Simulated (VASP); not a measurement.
Set up this calculation in VASP 6.6.1, as the native input.

| Property | Result |
| --- | --- |
| Task | single point |
| Functional | RPBE |
| Potentials or basis | VASP PAW PBE potentials, release 64 (Sn_d, O) |
| Cutoff | 520 eV |
| k mesh | 7 × 7 × 6 |
| Occupations | fermi-dirac, width 0.05 eV |
| Spin | no spin polarisation |
| Dipole correction | no |
| Further INCAR settings | ALGO = Normal; EDIFF = 1e-07; NBANDS = 28 |

The structure of SnO lies in POSCAR:

```
SnO
1.0
    3.9124747198      0.0000000000      0.0000000000
    0.0000000000      3.9124747198      0.0000000000
    0.0000000000      0.0000000000      5.6587007224
Sn O
2 2
Direct
    0.5000000000      0.0000000000      0.7940200954
    0.0000000000      0.5000000000      0.2059799046
    0.0000000000      0.0000000000      0.0000000000
    0.5000000000      0.5000000000      0.0000000000
```

One way to write it, as run:

INCAR

```
SYSTEM = SnO
PREC = Accurate
ENCUT = 520
EDIFF = 1E-7
ISMEAR = -1
SIGMA = 0.05
LREAL = .False.
LASPH = .True.
NELM = 80
ALGO = Normal
ISIF = 2
LWAVE = .False.
LCHARG = .True.
GGA = RP
LELF = .True.
LVHAR = .True.
NBANDS = 28
```

KPOINTS

```
Automatic mesh
0
Gamma
  7 7 6
  0 0 0
```

Potentials or basis: VASP PAW PBE potentials, release 64 (Sn_d, O).

The run is started by

```bash
$ cat potpaw_PBE.64/Sn_d/POTCAR potpaw_PBE.64/O/POTCAR > POTCAR
$ mpirun -np 1 vasp_std > vasp.out
```

Results of the run:

```yaml
Pressure: 0.2 GPa
Largest_force: 0.076 eV/Å
Band_gap_on_the_k_mesh: 1.58 eV (least direct gap 1.79 eV)
```

Caveat: the PAW data sets were made with another functional, which shifts forces and pressure a little; spin-orbit coupling is left out, which moves the levels of the heavy elements; an odd mesh through Γ misses points on the zone boundary, where band edges can lie.

Run time: 45 s on 1 thread of AMD EPYC 9R45 96-Core Processor (Zen 5), on a shared host, peak memory 0.2 GiB.
